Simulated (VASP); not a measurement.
# P (Fd-3m) in VASP: single point with PBE

Aim: the single point of P with PBE.

Everything below comes from runs of VASP 6.6.1. Logs are shortened: lines on timing, memory, paths and dates and some standing lists are left out, and cuts for length are marked.

## Step 1: The cell of the first run

The structure is cubic, space group Fd-3m (No. 227). The conventional cell has a = 5.486 Å, b = 5.486 Å, c = 5.486 Å, α = 90.00°, β = 90.00°, γ = 90.00°. P (site symmetry -43m) has 4 P at 2.38 Å within 3.1 Å.

## Step 2: Single point, PBE

Contents of INCAR:

```
SYSTEM = P
PREC = Accurate
ENCUT = 500
EDIFF = 1E-6
ISMEAR = -1
SIGMA = 0.1
LREAL = .False.
LASPH = .True.
NELM = 120
ALGO = Normal
ISIF = 2
LWAVE = .False.
LCHARG = .False.
GGA = PE
NBANDS = 12
GGA_COMPAT = .False.
```

Contents of KPOINTS:

```
regular mesh
0
Gamma
  4 4 4
  0 0 0
```

Contents of POSCAR:

```
P
1.0
   -2.7430217513      0.0000000000      2.7430217513
    0.0000000000      2.7430217513      2.7430217513
   -2.7430217513      2.7430217513      0.0000000000
P
2
Direct
    0.0000000000      0.0000000000      0.0000000000
    0.2500000000      0.2500000000      0.2500000000
```

Potentials or basis: VASP PAW PBE potentials, release 64 (P).

The run is started by

```sh
> cat potpaw_PBE.64/P/POTCAR > POTCAR
> mpirun -np 1 vasp_std > vasp.out
```

OUTCAR:

```text
SYSTEM = P
   PREC = Accurate
   ENCUT = 500
   EDIFF = 1E-6
   ISMEAR = -1
   LREAL = .False.
   LASPH = .True.
   NELM = 120
   ISIF = 2
   GGA = PE

 ion  position               nearest neighbor table
   1  0.000  0.000  0.000-   2 2.38   2 2.38   2 2.38   2 2.38
   2  0.250  0.250  0.250-   1 2.38   1 2.38   1 2.38   1 2.38

  LATTYP: Found a face centered cubic cell.
 ALAT       =     5.4860435026

  Lattice vectors:

 A1 = (  -2.7430217513,   0.0000000000,   2.7430217513)
 A2 = (   0.0000000000,   2.7430217513,   2.7430217513)
 A3 = (  -2.7430217513,   2.7430217513,   0.0000000000)

Analysis of symmetry for initial positions (statically):
=====================================================================
 Subroutine PRICEL returns:
 Original cell was already a primitive cell.

 Routine SETGRP: Setting up the symmetry group for a
 face centered cubic supercell.

 Subroutine GETGRP returns: Found 48 space group operations
 (whereof 24 operations were pure point group operations)
 out of a pool of 48 trial point group operations.

The static configuration has the point symmetry T_d .
 The point group associated with its full space group is O_h .

Analysis of symmetry for dynamics (positions and initial velocities):
=====================================================================
 Subroutine PRICEL returns:
 Original cell was already a primitive cell.

 Routine SETGRP: Setting up the symmetry group for a
 face centered cubic supercell.

 Subroutine GETGRP returns: Found 48 space group operations
 (whereof 24 operations were pure point group operations)
 out of a pool of 48 trial point group operations.

The dynamic configuration has the point symmetry T_d .
 The point group associated with its full space group is O_h .

 Subroutine INISYM returns: Found 48 space group operations
 (whereof 24 operations are pure point group operations),
 and found     1 'primitive' translations

----------------------------------------------------------------------------------------

                                     Primitive cell

  volume of cell :      41.2779

  direct lattice vectors                    reciprocal lattice vectors
    -2.743021751  0.000000000  2.743021751    -0.182280727 -0.182280727  0.182280727
     0.000000000  2.743021751  2.743021751     0.182280727  0.182280727  0.182280727
    -2.743021751  2.743021751  0.000000000    -0.182280727  0.182280727 -0.182280727
[... 73 lines left out ...]
   ISIF   =      2    stress and relaxation
   ISYM   =      2    0-nonsym 1-usesym 2-fastsym
   POTIM  = 0.5000    time-step for ionic-motion
   TEBEG  =    0.0;   TEEND  =   0.0 temperature during run
   PSTRESS=    0.0 pullay stress
   NELECT =      10.0000    total number of electrons
   NUPDOWN=      -1.0000    fix difference up-down
   EMIN   =  10.00;   EMAX   =-10.00  energy-range for DOS
   EFERMI =   0.00;   METHOD = LEGACY
   ISMEAR =    -1;   SIGMA  =   0.10  broadening in eV -4-tet -1-fermi 0-gaus
   EFERMI_NEDOS =   21; number of points for ismear=-14 and -15
   IALGO  =     38    algorithm
   IMIX   =      4    mixing-type and parameters
     AMIX     =   0.40;   BMIX     =  1.00
     AMIX_MAG =   1.60;   BMIX_MAG =  1.00
  volume/ion in A,a.u.               =      20.64       139.28
  Fermi-wavevector in a.u.,A,eV,Ry     =   1.020553  1.928566 14.170856  1.041529
  Thomas-Fermi vector in A             =   2.154129
   LORBIT       =      0    0 simple, 1 ext, 2 COOP (PROOUT), +10 PAW based schemes
   GGA     = PE    functional components
   LHFCALC =     F    Hartree Fock is set to
   AEXX    =    0.0000 exact exchange contribution
   IVDW    =     0    specifies the selected vdW correction
   LEPSILON=     F    determine dielectric tensor
   LRPA    =     F    only Hartree local field effects (RPA)
 non-spin polarized calculation
  energy-cutoff  :      500.00
  volume of cell :       41.28
 maximum number of plane-waves:      1067
   NGX = 15   NGY = 15   NGZ = 15

 number of electron      10.0000002 magnetization

 Free energy of the ion-electron system (eV)
  ---------------------------------------------------
  ext. energy  EPLUGINS =         0.00000000
  ---------------------------------------------------
  free energy    TOTEN  =       -10.01953374 eV

  energy without entropy =      -10.00028767  energy(sigma->0) =      -10.00991070

 E-fermi :   5.8506     XC(G=0):  -9.5398

 val. band max:        5.2912624034   @ k =  -0.2500   0.2500   0.0000
 cond. band min:       5.9019290585   @ k =   0.2500   0.2500   0.0000
 fundamental gap:      0.6106666551
 Fermi energy:         5.8505898934

 k-point     1 :       0.0000    0.0000    0.0000
  band No.  band energies     occupation
      1      -9.1218      2.00000
      2       2.3635      2.00000
      3       2.8086      2.00000
      4       2.8086      2.00000
      5       2.8086      2.00000
      6       5.9494      0.54256
      7       5.9494      0.54256
      8       5.9494      0.54256
      9      11.8766      0.00000
     10      12.6942      0.00000
     11      12.6942      0.00000
     12      16.0910      0.00000
[... 91 lines left out ...]
 k-point     8 :      -0.2500    0.5000    0.2500
  band No.  band energies     occupation
      1      -5.5112      2.00000
      2      -5.5112      2.00000
      3      -0.0640      2.00000
      4      -0.0640      2.00000
      5       7.3881      0.00000
      6       7.3881      0.00000
      7       8.4113      0.00000
      8       8.4113      0.00000
      9      13.2747      0.00000
     10      13.2747      0.00000
     11      16.3141      0.00000
     12      16.3141      0.00000

------------------------ aborting loop because EDIFF is reached ----------------------------------------

  FORCE on cell =-STRESS in cart. coord.  units (eV):
  Direction    XX          YY          ZZ          XY          YZ          ZX
  --------------------------------------------------------------------------------------
  -------------------------------------------------------------------------------------
  Total       -0.9373707     -0.9373707     -0.9373707     -0.0000000     -0.0000000      0.0000000
  in kB      -36.3834782    -36.3834782    -36.3834782     -0.0000000     -0.0000000      0.0000000
  external PRESSURE =     -36.3834782 kB  Pullay stress =       0.0000000 kB

 VOLUME and BASIS-vectors are now :
 -----------------------------------------------------------------------------
  energy-cutoff  :      500.00
  volume of cell :       41.28
      direct lattice vectors                 reciprocal lattice vectors
    -2.743021751  0.000000000  2.743021751    -0.182280727 -0.182280727  0.182280727
     0.000000000  2.743021751  2.743021751     0.182280727  0.182280727  0.182280727
    -2.743021751  2.743021751  0.000000000    -0.182280727  0.182280727 -0.182280727

 POSITION                                       TOTAL-FORCE (eV/Angst)
 -----------------------------------------------------------------------------------
      0.00000      0.00000      0.00000        -0.000000      0.000000      0.000000
     -1.37151      1.37151      1.37151         0.000000     -0.000000     -0.000000
 -----------------------------------------------------------------------------------
    total drift:                               -0.000000      0.000000      0.000000

  FREE ENERGIE OF THE ION-ELECTRON SYSTEM (eV)
  ---------------------------------------------------
  free  energy   TOTEN  =       -10.0195337372 eV

  energy  without entropy=      -10.0002876714  energy(sigma->0) =      -10.00991070
```

stdout:

```text
POSCAR found type information on POSCAR P
 POSCAR found :  1 types and       2 ions
 scaLAPACK will be used
 LDA part: xc-table for (Slater+PW92), standard interpolation
 POSCAR, INCAR and KPOINTS ok, starting setup
 FFT: planning ... GRIDC
 FFT: planning ... GRID_SOFT
 FFT: planning ... GRID
 WAVECAR not read
 entering main loop
```

Wall time 4.7 s (1 thread of Intel Xeon 8259CL, shared host); peak memory 0.14 GiB.

Results:

- Free energy: -10.0195 eV
- Pressure: -3.6 GPa
- Band gap on the k mesh: zero (band 5 reaches 7.39 eV, above the bottom of band 6 at 4.73 eV)

Levels at points of the mesh, in eV from the Fermi level:
```tsv
k point	band 2	band 3	band 4	band 5	band 6	band 7	band 8	band 9
(0.00, 0.00, 0.00)	-3.49	-3.04	-3.04	-3.04	0.10	0.10	0.10	6.03
(0.50, 0.00, 0.00)	-9.89	-4.07	-4.07	-2.37	1.36	1.36	5.69	8.21
(0.50, 0.50, 0.00)	-11.42	-5.34	-5.34	-1.12	-1.12	5.73	5.73	8.53
```

Caveat: the k points lie up to 0.50 Å⁻¹ apart.
